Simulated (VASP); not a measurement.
Here is a VASP 6.6.1 calculation.

Contents of INCAR:

```
SYSTEM = ZrZn4N
PREC = Accurate
ENCUT = 520
EDIFF = 1E-6
ISMEAR = 0
SIGMA = 0.1
LREAL = .FALSE.
LASPH = .TRUE.
NELM = 80
ALGO = Normal
ISIF = 2
LWAVE = .FALSE.
LCHARG = .FALSE.
GGA = PE
NBANDS = 42
```

The input KPOINTS:

```
regular mesh
0
G
  6 6 4
  0 0 0
```

POSCAR

```
ZrZn4N
1.0
    5.2503423032      0.0000000000      0.0000000000
   -2.6251711516      4.5469298131      0.0000000000
    0.0000000000      0.0000000000      3.6956219719
Zr Zn N
1 4 1
Direct
    0.0000000000      0.0000000000      0.0000000000
    0.6666666667      0.3333333333      0.0000000000
    1.0156853675      0.5078426837      0.5000000000
    0.4921573163      0.5078426837      0.5000000000
    0.4921573163     -0.0156853675      0.5000000000
    0.3333333333      0.6666666667      0.0000000000
```

Potentials or basis: VASP PAW PBE potentials, release 64 (Zr_sv, Zn, N).

Command:

```console
$ cat potpaw_PBE.64/Zr_sv/POTCAR potpaw_PBE.64/Zn/POTCAR potpaw_PBE.64/N/POTCAR > POTCAR
$ mpirun -np 1 vasp_std > vasp.out
```

Predict the band gap on the k mesh.

zero (an odd number of electrons rules out a gap without spin polarisation).

Estimate the pressure.

0.6 GPa.

Predict the largest force.

0.019 eV/Å.

Stress tensor (GPa, compression positive):
```
0.55 0.00 0.00
0.00 0.55 0.00
0.00 0.00 0.71
```

Caveat: the k points lie up to 0.43 Å⁻¹ apart, too coarse for converged energies and pressures of a metal.
